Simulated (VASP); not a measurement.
# GaP (R-3m) in VASP: a series of runs

The runs below take GaP through single point, with LDA.

Program: VASP 6.6.1. These are calculated values, not measurements. Logs are shortened: lines on timing, memory, paths and dates and some standing lists are left out, and cuts for length are marked.

### 1 The cell of the first run

The structure is trigonal, space group R-3m (No. 166). The conventional cell has a = 3.921 Å, b = 3.921 Å, c = 16.283 Å, α = 90.00°, β = 90.00°, γ = 120.00°. Within 2.8 Å of Ga (site symmetry 3m) lie 1 Ga at 2.08 Å and 3 P at 2.38 Å. Within 2.5 Å of P (site symmetry 3m) lie 1 P at 1.89 Å and 3 Ga at 2.38 Å.

### 2 Single point, LDA (18.07 Å³/atom)

File INCAR:

```
SYSTEM = GaP
PREC = Accurate
ENCUT = 520
EDIFF = 1E-6
ISMEAR = 0
SIGMA = 0.05
LREAL = .FALSE.
LASPH = .TRUE.
NELM = 60
ALGO = Normal
ISIF = 2
LWAVE = .FALSE.
LCHARG = .FALSE.
GGA = CA
NBANDS = 26
```

File KPOINTS:

```
regular mesh
0
G
  9 9 9
  0 0 0
```

File POSCAR:

```
GaP
1.0
    1.9606791589      1.1319986402      5.4276827596
   -1.9606791589      1.1319986402      5.4276827596
    0.0000000000     -2.2639972804      5.4276827596
Ga P
2 2
Direct
    0.4359784395      0.4359784395      0.4359784395
    0.5640215605      0.5640215605      0.5640215605
    0.0580350955      0.0580350955      0.0580350955
    0.9419649045      0.9419649045      0.9419649045
```

Potentials or basis: VASP PAW LDA potentials, release 64 (Ga_d, P).

Run with:

```bash
cat potpaw_LDA.64/Ga_d/POTCAR potpaw_LDA.64/P/POTCAR > POTCAR
mpirun -np 1 vasp_std > vasp.out
```

OUTCAR:

```text
SYSTEM = GaP
   PREC = Accurate
   ENCUT = 520
   EDIFF = 1E-6
   ISMEAR = 0
   LREAL = .FALSE.
   LASPH = .TRUE.
   NELM = 60
   ISIF = 2
   GGA = CA

 ion  position               nearest neighbor table
   1  0.436  0.436  0.436-   2 2.08   3 2.38   3 2.38   3 2.38
   2  0.564  0.564  0.564-   1 2.08   4 2.38   4 2.38   4 2.38
   3  0.058  0.058  0.058-   4 1.89   1 2.38   1 2.38   1 2.38
   4  0.942  0.942  0.942-   3 1.89   2 2.38   2 2.38   2 2.38

  LATTYP: Found a trigonal (rhomboedric) cell.
 ALAT       =     5.8809373253
 COS(alpha) =     0.7776946274

  Lattice vectors:

 A1 = (   1.9606791589,   1.1319986402,   5.4276827596)
 A2 = (  -1.9606791589,   1.1319986402,   5.4276827596)
 A3 = (   0.0000000000,  -2.2639972804,   5.4276827596)

Analysis of symmetry for initial positions (statically):
=====================================================================
 Subroutine PRICEL returns:
 Original cell was already a primitive cell.

 Routine SETGRP: Setting up the symmetry group for a
 trigonal (rhombohedral) supercell.

 Subroutine GETGRP returns: Found 12 space group operations
 (whereof 12 operations were pure point group operations)
 out of a pool of 12 trial point group operations.

The static configuration has the point symmetry D_3d.

Analysis of symmetry for dynamics (positions and initial velocities):
=====================================================================
 Subroutine PRICEL returns:
 Original cell was already a primitive cell.

 Routine SETGRP: Setting up the symmetry group for a
 trigonal (rhombohedral) supercell.

 Subroutine GETGRP returns: Found 12 space group operations
 (whereof 12 operations were pure point group operations)
 out of a pool of 12 trial point group operations.

The dynamic configuration has the point symmetry D_3d.

 Subroutine INISYM returns: Found 12 space group operations
 (whereof 12 operations are pure point group operations),
 and found     1 'primitive' translations

----------------------------------------------------------------------------------------

                                     Primitive cell

  volume of cell :      72.2800

  direct lattice vectors                    reciprocal lattice vectors
     1.960679159  1.131998640  5.427682760     0.255013676  0.147232215  0.061413562
    -1.960679159  1.131998640  5.427682760    -0.255013676  0.147232215  0.061413562
[... 75 lines left out ...]
   dimension x,y,z NGXF=    96 NGYF=   96 NGZF=   96
   ions per type =               2   2
   NGX,Y,Z   is equivalent  to a cutoff of  13.57, 13.57, 13.57 a.u.
   NGXF,Y,Z  is equivalent  to a cutoff of  27.14, 27.14, 27.14 a.u.
 SYSTEM =  GaP
   PREC   = accura    normal or accurate (medium, high low for compatibility)
   ISTART =      0    job   : 0-new  1-cont  2-samecut
   ICHARG =      2    charge: 1-file 2-atom 10-const
   ISPIN  =      1    spin polarized calculation?
   LNONCOLLINEAR =      F non collinear calculations
   LSORBIT =      F    spin-orbit coupling
   LASPH  =      T    aspherical Exc in radial PAW
   ENCUT  =  520.0 eV  38.22 Ry    6.18 a.u.  10.93 10.93 10.93*2*pi/ulx,y,z
   NELM   =     60;   NELMIN=  2; NELMDL= -5     # of ELM steps
   EDIFF  = 0.1E-05   stopping-criterion for ELM
   LREAL  =      F    real-space projection
[... 7 lines left out ...]
   TEBEG  =    0.0;   TEEND  =   0.0 temperature during run
   PSTRESS=    0.0 pullay stress
   NELECT =      36.0000    total number of electrons
   NUPDOWN=      -1.0000    fix difference up-down
   EMIN   =  10.00;   EMAX   =-10.00  energy-range for DOS
   EFERMI =   0.00;   METHOD = LEGACY
   ISMEAR =     0;   SIGMA  =   0.05  broadening in eV -4-tet -1-fermi 0-gaus
   EFERMI_NEDOS =   21; number of points for ismear=-14 and -15
   IALGO  =     38    algorithm
   IMIX   =      4    mixing-type and parameters
     AMIX     =   0.40;   BMIX     =  1.00
     AMIX_MAG =   1.60;   BMIX_MAG =  1.00
  volume/ion in A,a.u.               =      18.07       121.94
  Fermi-wavevector in a.u.,A,eV,Ry     =   1.297686  2.452271 22.912060  1.683989
  Thomas-Fermi vector in A             =   2.429063
   LORBIT       =      0    0 simple, 1 ext, 2 COOP (PROOUT), +10 PAW based schemes
   GGA     = CA    functional components
   LHFCALC =     F    Hartree Fock is set to
   AEXX    =    0.0000 exact exchange contribution
   IVDW    =     0    specifies the selected vdW correction
   LEPSILON=     F    determine dielectric tensor
   LRPA    =     F    only Hartree local field effects (RPA)
 non-spin polarized calculation
 Gauss-broadening in eV      SIGMA  =   0.05
  energy-cutoff  :      520.00
  volume of cell :       72.28
 maximum number of plane-waves:      1967
 NGX is ok and might be reduce to    48
   NGX = 21   NGY = 21   NGZ = 21

 number of electron      35.9999994 magnetization

 Free energy of the ion-electron system (eV)
  ---------------------------------------------------
  ext. energy  EPLUGINS =         0.00000000
  ---------------------------------------------------
  free energy    TOTEN  =       -18.61349679 eV

  energy without entropy =      -18.61287864  energy(sigma->0) =      -18.61318771

 E-fermi :   5.9920     XC(G=0): -10.6517

 val. band max:        5.9821443169   @ k =   0.3333   0.3333   0.3333
 cond. band min:       6.0005259220   @ k =   0.1111   0.1111   0.1111
 fundamental gap:      0.0183816051
 Fermi energy:         5.9919914324

 k-point     1 :       0.0000    0.0000    0.0000
  band No.  band energies     occupation
      1      -9.5605      2.00000
      2      -9.1698      2.00000
      3      -9.1698      2.00000
      4      -8.9651      2.00000
      5      -8.9651      2.00000
      6      -8.8663      2.00000
[... 685 lines left out ...]
     25      14.4121      0.00000
     26      15.1822      0.00000

 [... further k-points ...]
[... 5 lines left out ...]
  --------------------------------------------------------------------------------------
  -------------------------------------------------------------------------------------
  Total       -1.8294509     -1.8294509     26.5331732      0.0000000      0.0000000      0.0000000
  in kB      -40.5520859    -40.5520859    588.1412377      0.0000000      0.0000000      0.0000000
  external PRESSURE =     169.0123553 kB  Pullay stress =       0.0000000 kB

 VOLUME and BASIS-vectors are now :
 -----------------------------------------------------------------------------
  energy-cutoff  :      520.00
  volume of cell :       72.28
      direct lattice vectors                 reciprocal lattice vectors
     1.960679159  1.131998640  5.427682760     0.255013676  0.147232215  0.061413562
    -1.960679159  1.131998640  5.427682760    -0.255013676  0.147232215  0.061413562
     0.000000000 -2.263997280  5.427682760     0.000000000 -0.294464429  0.061413562

 POSITION                                       TOTAL-FORCE (eV/Angst)
 -----------------------------------------------------------------------------------
      0.00000      0.00000      7.09906         0.000000      0.000000     -3.302806
      0.00000      0.00000      9.18399         0.000000     -0.000000      3.302806
      0.00000      0.00000      0.94499         0.000000     -0.000000      5.946329
      0.00000      0.00000     15.33806         0.000000      0.000000     -5.946329
 -----------------------------------------------------------------------------------
    total drift:                                0.000000      0.000000      0.000000

  FREE ENERGIE OF THE ION-ELECTRON SYSTEM (eV)
  ---------------------------------------------------
  free  energy   TOTEN  =       -18.6134967899 eV

  energy  without entropy=      -18.6128786394  energy(sigma->0) =      -18.61318771
```

OSZICAR:

```text
N       E                     dE             d eps       ncg     rms          rms(c)
DAV:   1     0.235111684028E+03    0.23511E+03   -0.17095E+04  4532   0.211E+03
DAV:   2     0.862629412732E+01   -0.22649E+03   -0.21770E+03  4724   0.444E+02
DAV:   3    -0.185465876309E+02   -0.27173E+02   -0.26718E+02  5526   0.122E+02
DAV:   4    -0.194179400296E+02   -0.87135E+00   -0.86859E+00  5226   0.225E+01
DAV:   5    -0.194411711839E+02   -0.23231E-01   -0.23209E-01  5976   0.344E+00    0.953E+00
DAV:   6    -0.187744638557E+02    0.66671E+00   -0.72717E-01  6140   0.124E+01    0.587E+00
DAV:   7    -0.186158257153E+02    0.15864E+00   -0.65913E-01  4912   0.443E+00    0.116E+00
DAV:   8    -0.186142857243E+02    0.15400E-02   -0.64867E-02  5282   0.214E+00    0.721E-01
DAV:   9    -0.186137638965E+02    0.52183E-03   -0.55786E-03  5700   0.644E-01    0.161E-01
DAV:  10    -0.186134850512E+02    0.27885E-03   -0.93380E-04  4806   0.207E-01    0.836E-02
DAV:  11    -0.186135046956E+02   -0.19644E-04   -0.29096E-04  5358   0.107E-01    0.147E-02
DAV:  12    -0.186134961884E+02    0.85072E-05   -0.42905E-05  4824   0.436E-02    0.110E-02
DAV:  13    -0.186134967899E+02   -0.60146E-06   -0.57026E-06  5180   0.177E-02
   1 F= -.18613497E+02 E0= -.18613188E+02  d E =-.618151E-03
```

stdout:

```text
POSCAR found type information on POSCAR GaP
 POSCAR found :  2 types and       4 ions
 scaLAPACK will be used
 LDA part: xc-table for (Slater(with rela. corr.)+CA(PZ))
 , standard interpolation
 POSCAR, INCAR and KPOINTS ok, starting setup
 FFT: planning ... GRIDC
 FFT: planning ... GRID_SOFT
 FFT: planning ... GRID
 WAVECAR not read
 entering main loop
```

It took 4.6 min on 1 thread of Intel Xeon 8259CL, shared host; peak memory 0.3 GiB.

Results:

- Free energy: -18.6135 eV
- Pressure: 16.9 GPa
- Largest force: 5.946 eV/Å
- Band gap on the k mesh: zero (bands 18 and 19 overlap by 0.10 eV)

Forces on the atoms (eV/Å):
```
Ga   0.000  0.000 -3.303
Ga   0.000  0.000  3.303
P    0.000  0.000  5.946
P    0.000  0.000 -5.946
```

Caveat: the stress differs along the axes, from -4 to 59 GPa; semilocal functionals underestimate gaps, and a narrow one can read as zero; forces of over 1 eV/Å act on the atoms, so gaps and moduli don't describe the material at rest.

(Part 1 of 2 ends here.)
